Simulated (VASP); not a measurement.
Wanted: the native input for a VASP 6.6.1 run.

```
Task                   : electric field gradients
Functional             : PBE
Potentials or basis    : VASP PAW PBE potentials, release 64 (B, N)
Cutoff                 : 520 eV
k mesh                 : 11 × 11 × 4
Occupations            : fermi-dirac, width 0.02 eV
Spin                   : no spin polarisation
Dipole correction      : no
Further INCAR settings : ALGO = Normal; EDIFF = 1e-08; NBANDS = 16
```

The structure of BN lies in POSCAR:

```
BN
1.0
    2.4528754899      0.0000000000      0.0000000000
   -1.2264377450      2.1242524866      0.0000000000
    0.0000000000      0.0000000000      6.5252189874
B N
2 2
Direct
    0.3333333333      0.6666666667      0.2500000000
    0.6666666667      0.3333333333      0.7500000000
    0.3333333333      0.6666666667      0.7500000000
    0.6666666667      0.3333333333      0.2500000000
```

This cell differs from its parent crystal: volume scaled by 0.94.

One way to write it, as run:

INCAR

```
PREC = Accurate
ENCUT = 520
EDIFF = 1E-8
ISMEAR = -1
SIGMA = 0.02
LREAL = False
LASPH = True
NELM = 80
ALGO = Normal
ISIF = 2
LWAVE = False
LCHARG = False
GGA = PE
LEFG = True
NBANDS = 16
```

KPOINTS

```
Automatic mesh
0
Gamma
  11 11 4
```

Potentials or basis: VASP PAW PBE potentials, release 64 (B, N).

The run is started by

```console
$ cat potpaw_PBE.64/B/POTCAR potpaw_PBE.64/N/POTCAR > POTCAR
$ mpirun -np 1 vasp_std > vasp.out
```

Results of the run:

The pressure is 20.5 GPa. The band gap on the k mesh is 4.41 eV, indirect (least direct gap 4.81 eV).

Caveat: without QUAD_EFG the Cq values of the log hold for a quadrupole moment of 1 mb, not for the nuclei; this functional lacks dispersion, which binds the layers, so the pressure and a relaxed spacing across them are unreliable.

Run time: 40 s on 1 thread of Intel(R) Xeon(R) Platinum 8259CL CPU @ 2.50GHz (Skylake/Cascade Lake) (shared host), peak memory 0.15 GiB.
